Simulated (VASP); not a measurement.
Write the native input for VASP 6.6.1 that does the following.

```yaml
Task: single point
Functional: PBE
Potentials_or_basis: VASP PAW PBE potentials, release 64 (Co)
Cutoff: 520 eV
k_mesh: 21 × 21 × 11
Occupations: fermi-dirac, width 0.05 eV
Spin: collinear spin, ferromagnetic start
Starting_moments: "[2.0, 2.0] μB"
Dipole_correction: no
Further_INCAR_settings: ALGO = Normal; EDIFF = 1e-06; NBANDS = 20
```

The structure of Co lies in POSCAR:

```
Co
1.0
    2.5545379653      0.0000000000      0.0000000000
   -1.2772689826      2.2122947729      0.0000000000
    0.0000000000      0.0000000000      4.1695027147
Co
2
Direct
    0.3333333333      0.6666666667      0.2500000000
    0.6666666667      0.3333333333      0.7500000000
```

These files were run (other wordings do the same):

INCAR

```
  PREC = Accurate
  ENCUT = 520
  EDIFF = 1E-6
  ISMEAR = -1
  SIGMA = 0.05
  LREAL = F
  LASPH = T
  NELM = 150
  ALGO = Normal
  ISIF = 2
  LWAVE = F
  LCHARG = T
  ISPIN = 2
  MAGMOM = 2 2
  LORBIT = 11
  LMAXMIX = 4
  GGA = PE
  LELF = T
  LVHAR = T
  NBANDS = 20
```

KPOINTS

```
Automatic mesh
0
Gamma
  21 21 11
```

Potentials or basis: VASP PAW PBE potentials, release 64 (Co).

Run with:

```bash
$ cat potpaw_PBE.64/Co/POTCAR > POTCAR
$ mpirun -np 1 vasp_std > vasp.out
```

Results of the run:

```
Pressure                                              : -14.5 GPa
Net moment                                            : 3.36 μB per cell
Site moments                                          : Co +1.71 μB
Valence electrons inside the program's atomic spheres : Co 8.12
```

Caveat: the cell stands under tension.

It took 6.3 min on 1 thread of Oxide Virtual Turin-like Processor, with other jobs on the host, peak memory 0.25 GiB.
